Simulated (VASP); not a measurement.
# ZnS: single point with PBE

**Measured values to compare with.**

“Electronic, vibrational, and thermodynamic properties of ZnS (zincblende and rocksalt structure)”, 2009, arxiv:0911.5022 quotes, for a bulk crystal of ZnS at 19 K: band gap 3.85 eV (direct).

Crystal: ZnS.

```
CELL_PARAMETERS angstrom
0.00000 2.70200 2.70200
2.70200 0.00000 2.70200
2.70200 2.70200 0.00000
ATOMIC_POSITIONS crystal
Zn 0.25000 0.25000 0.25000
S 0.00000 0.00000 0.00000
```

```
Program             : VASP 6.6.1
Task                : single point
Functional          : PBE
Potentials or basis : VASP PAW PBE potentials, release 64 (Zn, S)
Cutoff              : 520 eV
k mesh              : 10 × 10 × 10
Occupations         : gaussian, width 0.01 eV
Spin                : no spin polarisation
```

```
Pressure               : 1.8 GPa
Band gap on the k mesh : 2.11 eV, direct
```

Levels at points of the mesh, in eV from the valence-band top:
```
           k point  band 5  band 6  band 7  band 8  band 9  band 10  band 11  band 12  band 13  band 14
(0.00, 0.00, 0.00)   -5.84   -5.84    0.00    0.00    0.00     2.11     6.40     6.40     6.40    11.76
(0.50, 0.00, 0.00)   -5.81   -5.64   -5.29   -0.87   -0.87     3.31     6.93     6.93     8.88    12.17
(0.50, 0.50, 0.00)   -5.76   -5.62   -4.56   -2.22   -2.22     3.41     4.07    10.98    11.97    11.97
```

Run time: 33 s on 1 thread of Intel(R) Xeon(R) Platinum 8488C (Sapphire Rapids), with other jobs on the host, peak memory 0.17 GiB.

Against the measured gap of ZnS, 3.85 eV (direct; 19 K; quoted in “Electronic, vibrational, and thermodynamic properties of ZnS (zincblende and rocksalt structure)”, 2009, arxiv:0911.5022), the calculated 2.11 eV is off by -1.74 eV. The value is that of PBE, without temperature or zero-point motion. Semilocal functionals fall short of measured gaps as a rule.
